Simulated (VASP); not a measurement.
# Ag (R-3m) in VASP: notebook, part 2 of 2

VASP 6.6.1. The steps go on from the part before.

### Step 3. Single point, LDA

This run uses another cell than the first one, of 17.33 Å³/atom.

The input, INCAR:

```
SYSTEM = Ag
  PREC = Accurate
  ENCUT = 520
  EDIFF = 1E-6
  ISMEAR = -1
  SIGMA = 0.05
  LREAL = .False.
  LASPH = .True.
  NELM = 100
  ALGO = Fast
  ISIF = 2
  LWAVE = .False.
  LCHARG = .True.
  GGA = CA
  LELF = .True.
  LVHAR = .True.
  NBANDS = 24
```

The input, KPOINTS:

```
regular mesh
0
Gamma
  10 10 10
  0 0 0
```

The input, POSCAR:

```
Ag
1.0
    1.4531386801      0.8389700082      7.1072779285
   -1.4531386801      0.8389700082      7.1072779285
    0.0000000000     -1.6779400162      7.1072779285
Ag
3
Direct
    0.2222810000      0.2222810000      0.2222810000
    0.7777190000      0.7777190000      0.7777190000
    0.0000000000      0.0000000000      0.0000000000
```

Potentials or basis: VASP PAW LDA potentials, release 64 (Ag).

Launch:

```sh
> cat potpaw_LDA.64/Ag/POTCAR > POTCAR
> mpirun -np 1 vasp_std > vasp.out
```

OUTCAR:

```text
SYSTEM = Ag
   PREC = Accurate
   ENCUT = 520
   EDIFF = 1E-6
   ISMEAR = -1
   LREAL = .False.
   LASPH = .True.
   NELM = 100
   ISIF = 2
   GGA = CA

 ion  position               nearest neighbor table
   1  0.222  0.222  0.222-   3 2.90   3 2.90   3 2.90   2 2.91   2 2.91   2 2.91
   2  0.778  0.778  0.778-   3 2.90   3 2.90   3 2.90   1 2.91   1 2.91   1 2.91
   3  0.000  0.000  0.000-   2 2.90   1 2.90   2 2.90   2 2.90   1 2.90   1 2.90

  LATTYP: Found a trigonal (rhomboedric) cell.
 ALAT       =     7.3026626823
 COS(alpha) =     0.9208079399

  Lattice vectors:
[... 195 lines left out ...]
      6       3.2145      2.00000
[... 637 lines left out ...]
     23      20.0468      0.00000
     24      20.9203      0.00000

 [... further k-points ...]
[... 5 lines left out ...]
  --------------------------------------------------------------------------------------
  -------------------------------------------------------------------------------------
  Total       -2.5948925     -2.5948925     -2.7797082      0.0000000     -0.0000000     -0.0000000
  in kB      -79.9690436    -79.9690436    -85.6646705      0.0000000     -0.0000000     -0.0000000
  external PRESSURE =     -81.8675859 kB  Pullay stress =       0.0000000 kB

 VOLUME and BASIS-vectors are now :
 -----------------------------------------------------------------------------
  energy-cutoff  :      520.00
  volume of cell :       51.99
      direct lattice vectors                 reciprocal lattice vectors
     1.453138680  0.838970008  7.107277929     0.344082782  0.198656287  0.046900281
    -1.453138680  0.838970008  7.107277929    -0.344082782  0.198656287  0.046900281
     0.000000000 -1.677940016  7.107277929     0.000000000 -0.397312574  0.046900281

 POSITION                                       TOTAL-FORCE (eV/Angst)
 -----------------------------------------------------------------------------------
      0.00000      0.00000      4.73944        -0.000000      0.000000      0.004408
      0.00000      0.00000     16.58240        -0.000000     -0.000000     -0.004408
      0.00000      0.00000      0.00000         0.000000      0.000000      0.000000
 -----------------------------------------------------------------------------------
    total drift:                                0.000000     -0.000000      0.000000

  FREE ENERGIE OF THE ION-ELECTRON SYSTEM (eV)
  ---------------------------------------------------
  free  energy   TOTEN  =       -11.2046244964 eV

  energy  without entropy=      -11.1958364443  energy(sigma->0) =      -11.20023047
```

OSZICAR:

```text
N       E                     dE             d eps       ncg     rms          rms(c)
DAV:   1     0.207548846206E+03    0.20755E+03   -0.16518E+04  5600   0.133E+03
DAV:   2    -0.854157863672E+01   -0.21609E+03   -0.20146E+03  5784   0.308E+02
DAV:   3    -0.121040445567E+02   -0.35625E+01   -0.35493E+01  6704   0.462E+01
DAV:   4    -0.121172585168E+02   -0.13214E-01   -0.13213E-01  6272   0.271E+00
DAV:   5    -0.121173921582E+02   -0.13364E-03   -0.13364E-03  6832   0.298E-01    0.912E+00
RMM:   6    -0.112425008437E+02    0.87489E+00   -0.24398E+00  5568   0.113E+01    0.577E+00
RMM:   7    -0.112166901670E+02    0.25811E-01   -0.43299E-02  5741   0.155E+00    0.326E+00
RMM:   8    -0.112046428507E+02    0.12047E-01   -0.36284E-03  5902   0.561E-01    0.219E-01
RMM:   9    -0.112046113724E+02    0.31478E-04   -0.49660E-04  6006   0.155E-01    0.485E-02
RMM:  10    -0.112046277941E+02   -0.16422E-04   -0.89708E-05  6149   0.561E-02    0.517E-02
RMM:  11    -0.112046242449E+02    0.35492E-05   -0.20189E-05  6129   0.336E-02    0.561E-03
RMM:  12    -0.112046244964E+02   -0.25148E-06   -0.46607E-06  4918   0.132E-02
   1 F= -.11204624E+02 E0= -.11200230E+02  d E =-.878805E-02
```

stdout:

```text
POSCAR found type information on POSCAR Ag
 POSCAR found :  1 types and       3 ions
 scaLAPACK will be used
 LDA part: xc-table for (Slater(with rela. corr.)+CA(PZ))
 , standard interpolation
 POSCAR, INCAR and KPOINTS ok, starting setup
 FFT: planning ... GRIDC
 FFT: planning ... GRID_SOFT
 FFT: planning ... GRID
 WAVECAR not read
 entering main loop
```

It took 4.9 min on 1 thread of Intel Xeon 6975P-C (Granite Rapids), shared host; peak memory 0.35 GiB.

Results:

- Free energy: -11.2046 eV
- Pressure: -8.2 GPa
- Largest force: 0.004 eV/Å
- Band gap on the k mesh: zero (an odd number of electrons rules out a gap without spin polarisation)

Forces in eV/Å, atoms in the order of the input:
```
Ag   0.000  0.000  0.004
Ag   0.000  0.000 -0.004
Ag   0.000  0.000  0.000
```

Levels at points of the mesh, in eV from the Fermi level:
| k point | band 14 | band 15 | band 16 | band 17 | band 18 | band 19 | band 20 | band 21 |
| --- | --- | --- | --- | --- | --- | --- | --- | --- |
| (0.00, 0.00, 0.00) | -3.21 | -3.19 | -3.19 | -3.07 | -3.07 | 7.92 | 7.94 | 15.56 |
| (0.50, 0.00, 0.00) | -2.73 | -2.73 | -0.01 | 1.24 | 1.32 | 4.89 | 5.07 | 6.25 |
| (0.50, 0.50, 0.00) | -2.73 | -2.69 | 0.28 | 0.58 | 1.56 | 4.06 | 5.95 | 8.24 |
| (0.50, 0.50, 0.50) | -3.51 | -3.51 | -2.91 | -2.91 | -0.31 | 3.56 | 14.08 | 14.20 |

Caveat: the cell stands under tension.

### Step 4. Single point, LDA

This run uses another cell than the first one, of 17.69 Å³/atom.

The input, INCAR:

```
ALGO     = Fast           # electronic algorithm
EDIFF    = 1E-7           # SCF threshold, eV
ENCUT    = 520            # plane-wave cutoff, eV
ISIF     = 2              # what is computed and relaxed
ISMEAR   = -1             # smearing method
LASPH    = T              # aspherical terms in the spheres
LCHARG   = F              # write CHGCAR
LREAL    = F              # projectors in reciprocal space
LWAVE    = F              # write WAVECAR
NBANDS   = 24             # bands
NELM     = 60             # most SCF steps
PREC     = Accurate       # precision mode
SIGMA    = 0.05           # smearing width, eV
```

The input, KPOINTS:

```
k-points
0
Gamma
  10 10 10
```

The input, POSCAR:

```
Ag
1.0
    1.4631606428      0.8447561911      7.1562951873
   -1.4631606428      0.8447561911      7.1562951873
    0.0000000000     -1.6895123820      7.1562951873
Ag
3
Direct
    0.2222810000      0.2222810000      0.2222810000
    0.7777190000      0.7777190000      0.7777190000
    0.0000000000      0.0000000000      0.0000000000
```

Launch:

```sh
> cat potpaw_LDA.64/Ag/POTCAR > POTCAR
> mpirun -np 1 vasp_std > vasp.out
```

It took 5.3 min on 1 thread of Intel Xeon 6975P-C (Granite Rapids), shared host; peak memory 0.37 GiB.

It converged, with:

- Free energy: -11.1438 eV
- Pressure: -9.9 GPa
- Largest force: 0.004 eV/Å
- Band gap on the k mesh: zero (an odd number of electrons rules out a gap without spin polarisation)

Forces on the atoms (eV/Å):
```
Ag   0.000  0.000  0.004
Ag   0.000  0.000 -0.004
Ag   0.000  0.000  0.000
```

Stress tensor (GPa, compression positive):
```
 -9.69   0.00   0.00
  0.00  -9.69   0.00
  0.00   0.00 -10.24
```

Levels at points of the mesh, in eV from the Fermi level:
```
           k point  band 13  band 14  band 15  band 16  band 17  band 18  band 19  band 20  band 21  band 22
(0.00, 0.00, 0.00)    -3.17    -3.17    -3.15    -3.15    -3.05    -3.05     7.79     7.81    15.51    15.92
(0.50, 0.00, 0.00)    -2.73    -2.72    -2.72     0.02     1.25     1.29     4.77     4.98     6.13    10.80
(0.50, 0.50, 0.00)    -2.74    -2.72    -2.69     0.32     0.58     1.52     3.95     5.85     8.08     8.35
(0.50, 0.50, 0.50)    -3.62    -3.48    -3.48    -2.90    -2.90    -0.26     3.45    13.94    14.04    15.66
```

Caveat: the cell stands under tension.

### Step 5. Overview

| cell | further INCAR settings | gap on the mesh (eV) | pressure (GPa) |
| --- | --- | --- | --- |
| a = 7.252 Å, angles 23.0°, 3 atoms | ALGO = Fast; EDIFF = 1e-07; NBANDS = 24 | none | -6.2 |
| a = 7.303 Å, angles 23.0°, 3 atoms | ALGO = Fast; EDIFF = 1e-06; NBANDS = 24 | none | -8.2 |
| a = 7.353 Å, angles 23.0°, 3 atoms | ALGO = Fast; EDIFF = 1e-07; NBANDS = 24 | none | -9.9 |

Alike in all rows: task single point; level LDA; potentials or basis VASP PAW LDA potentials, release 64 (Ag); no spin polarisation; k mesh 10 × 10 × 10; cutoff (eV) 520; smearing fermi-dirac 0.05 eV.

Caveats: the cell stands under tension.

Total energies depend on the potentials used, so only differences within one code and one set of settings carry meaning.
